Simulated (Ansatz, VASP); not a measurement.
Re: VASP beside Ansatz

```
CELL_PARAMETERS angstrom
2.76832 0.00000 0.00000
0.00000 3.91500 0.00000
0.00000 0.00000 17.38420
ATOMIC_POSITIONS crystal
Re 0.25000 0.25000 0.47077
Re 0.75000 0.75000 0.52923
```

Alike in both runs: functional PBE; k mesh 15 × 11 × 1; occupations fermi-dirac, width 0.08 eV; no spin polarisation.

Ansatz relaxed the structure, and its values are those at the end. VASP's run is a single point on that final structure, the one shown.

```csv
,VASP,Ansatz
version,VASP 6.6.1,Ansatz 0.2.0
potentials or method,"VASP PAW PBE potentials, release 64 (Re)","PAW with Ansatz's default frozen-core files, scalar-relativistic"
plane-wave cutoff (eV),520,420
valence electrons in the cell,14,30
```

|  | VASP | Ansatz | Ansatz less VASP |
| --- | --- | --- | --- |
| rms of the force components (eV/Å) | 0.053 | 0.003 | -0.0497 |

With one functional, cell and mesh, what is left measures potentials, basis and numerics. VASP's potentials hold 14 valence electrons a cell and Ansatz's 30, so a difference there can come from the potentials and not from the codes. Ansatz's warnings: stress scf threshold loose.

Neither program's run includes spin-orbit coupling.
